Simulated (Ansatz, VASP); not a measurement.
**One calculation of TiAl3, two programs**

INCAR

```
  ALGO = Normal
  EDIFF = 1E-6
  ENCUT = 520
  GGA = PS
  ISIF = 2
  ISMEAR = 0
  LASPH = True
  LCHARG = True
  LELF = True
  LREAL = False
  LVHAR = True
  LWAVE = False
  NBANDS = 18
  NELM = 100
  PREC = Accurate
  SIGMA = 0.1
```

KPOINTS

```
k-points
0
Gamma
  8 4 4
```

The input POSCAR:

```
TiAl3
1.0
    2.8116683263     -0.0196588470     -0.0186566057
   -0.0324080002      4.6421640465     -0.0100864170
   -0.0321977504     -0.0105593121      4.9349421324
Ti Al
1 3
Direct
   -0.0267402667      0.4885473599      0.1760357973
    0.5033607929      0.5236931408      0.6745434641
    0.4735485346      0.0418715234      0.3082792194
    0.0048113747     -0.0030813399      0.8463180768
```

Input for Ansatz:

```yaml
crystal:
  lattice:
    - [2.8116683263, -0.019658847, -0.0186566057]
    - [-0.0324080002, 4.6421640465, -0.010086417]
    - [-0.0321977504, -0.0105593121, 4.9349421324]
  atoms:
    - { symbol: Ti, position: [-0.0267402667, 0.4885473599, 0.1760357973] }
    - { symbol: Al, position: [0.5033607929, 0.5236931408, 0.6745434641] }
    - { symbol: Al, position: [0.4735485346, 0.0418715234, 0.3082792194] }
    - { symbol: Al, position: [0.0048113747, -0.0030813399, 0.8463180768] }
basis:
  ecutwfc: 420
kpoints:
  mp_grid: { grid: [8, 4, 4] }
hamiltonian:
  xc: pbesol
scf:
  occupations: { method: gaussian, width: 0.1 }
output:
  forces: true
  stress: true
  eigenvalues: true
```

Change from the starting cell: kmesh displaced: [8, 4, 4] Gamma-centred.

Alike in both runs: task single point; functional PBEsol; k mesh 8 × 4 × 4; occupations gaussian, width 0.1 eV; no spin polarisation.

```csv
,VASP,Ansatz
version,VASP 6.6.1,Ansatz 0.2.0
potentials or method,"VASP PAW PBE potentials, release 64 (Ti_sv, Al), cutoff 520 eV","scalar-relativistic, plane waves, PAW"
valence electrons in the cell,21,21
```

|  | VASP | Ansatz | Ansatz less VASP |
| --- | --- | --- | --- |
| gap on the k mesh at the Fermi level (eV) | none | none | - |
| pressure (GPa) | 1.0 | 0.9 | -0.06 |
| traceless stress, the component that is largest in VASP (GPa) | -1.18 | -1.18 | -0.002 |
| rms of the force components (eV/Å) | 0.732 | 0.729 | -0.0028 |

VASP's potentials were made for PBE, not for PBEsol. Atom by atom the forces differ by 0.003 eV/Å (rms over components). A gap of «none» marks a metal or a gap that the smearing closes.
